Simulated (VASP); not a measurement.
## TiAl: single point with HF

The system is TiAl.

```
Ti Al
1.0
     3.20359    0.00000    0.00000
     0.00000    3.20359    0.00000
     0.00000    0.00000    3.20359
Ti Al
1 1
Direct
  0.00000 0.00000 0.00000
  0.50000 0.50000 0.50000
```

```json
{
 "Program": "VASP 6.6.1",
 "Task": "single point",
 "Functional": "HF",
 "Potentials or basis": "VASP PAW PBE potentials, release 64 (Ti_sv, Al)",
 "Cutoff": "520 eV",
 "k mesh": "4 × 4 × 4",
 "Occupations": "fermi-dirac, width 0.05 eV",
 "Spin": "no spin polarisation"
}
```

| Quantity | Value |
| --- | --- |
| Pressure | 2.5 GPa |

Levels at points of the mesh, in eV from the Fermi level:
```csv
k point,band 4,band 5,band 6,band 7,band 8,band 9,band 10,band 11
"(0.00, 0.00, 0.00)",-48.42,-17.51,-5.49,-5.49,6.76,6.76,6.76,7.76
"(0.50, 0.00, 0.00)",-48.40,-12.93,-11.05,-3.92,3.61,3.61,6.28,7.07
"(0.50, 0.50, 0.00)",-48.39,-10.63,-6.08,-6.08,-5.28,4.88,4.88,5.81
"(0.50, 0.50, 0.50)",-48.62,-6.15,-6.15,-6.15,-3.36,4.67,4.67,4.67
```

Run time: 4.9 min on 1 thread of Intel(R) Xeon(R) 6975P-C (Granite Rapids) (shared host), peak memory 0.15 GiB.

Caveat: the k points lie up to 0.49 Å⁻¹ apart; the PAW data sets were made with another functional, which shifts forces and pressure a little.
